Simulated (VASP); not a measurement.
Write the native input for VASP 6.6.1 that does the following.

- Task: relaxation of cell and atoms
- Functional: PBEsol
- Potentials or basis: VASP PAW PBE potentials, release 64 (V_sv, N)
- Cutoff: 600 eV
- k mesh: 8 × 8 × 8
- Occupations: gaussian, width 0.1 eV
- Spin: no spin polarisation
- Dipole correction: no
- Further INCAR settings: ALGO = Normal; EDIFF = 1e-07; IBRION = 2; EDIFFG = -0.05; NSW = 100; ISIF = 3

The structure of VN lies in POSCAR:

```
VN
1.0
    0.0000000000      2.0600010983      2.0600010983
    2.0600010983      0.0000000000      2.0600010983
    2.0600010983      2.0600010983      0.0000000000
V N
1 1
Direct
    0.5000000000      0.5000000000      0.5000000000
    0.0000000000      0.0000000000      0.0000000000
```

One way to write it, as run:

INCAR

```
SYSTEM = VN
PREC = Accurate
ENCUT = 600
EDIFF = 1E-7
ISMEAR = 0
SIGMA = 0.1
LREAL = .False.
LASPH = .True.
NELM = 120
ALGO = Normal
ISIF = 3
LWAVE = .False.
LCHARG = .False.
GGA = PS
IBRION = 2
NSW = 100
EDIFFG = -0.05
GGA_COMPAT = .False.
NELMIN = 4
```

KPOINTS

```
Automatic mesh
0
Gamma
  8 8 8
  0 0 0
```

Potentials or basis: VASP PAW PBE potentials, release 64 (V_sv, N).

Run with:

```bash
$ cat potpaw_PBE.64/V_sv/POTCAR potpaw_PBE.64/N/POTCAR > POTCAR
$ mpirun -np 1 vasp_std > vasp.out
```

Results of the run:

```json
{
 "Relaxed volume": "8.46 Å³/atom",
 "Relaxed cell": "a = 2.882 Å, b = 2.882 Å, c = 2.882 Å, α = 60.00°, β = 60.00°, γ = 60.00°",
 "Space group after relaxing (to 0.05 Å)": "Fm-3m (No. 225)",
 "Energy gained by relaxing": "9.5 meV/atom",
 "Ionic steps": "3",
 "Pressure after relaxing": "-0.2 GPa"
}
```

Caveat: the PAW data sets were made with another functional, which shifts forces and pressure a little; the run has no spin polarisation, though such a crystal can be magnetic.

Run time: 9.3 s on 1 thread of Intel(R) Xeon(R) 6975P-C (Granite Rapids) (shared host), peak memory 0.14 GiB.
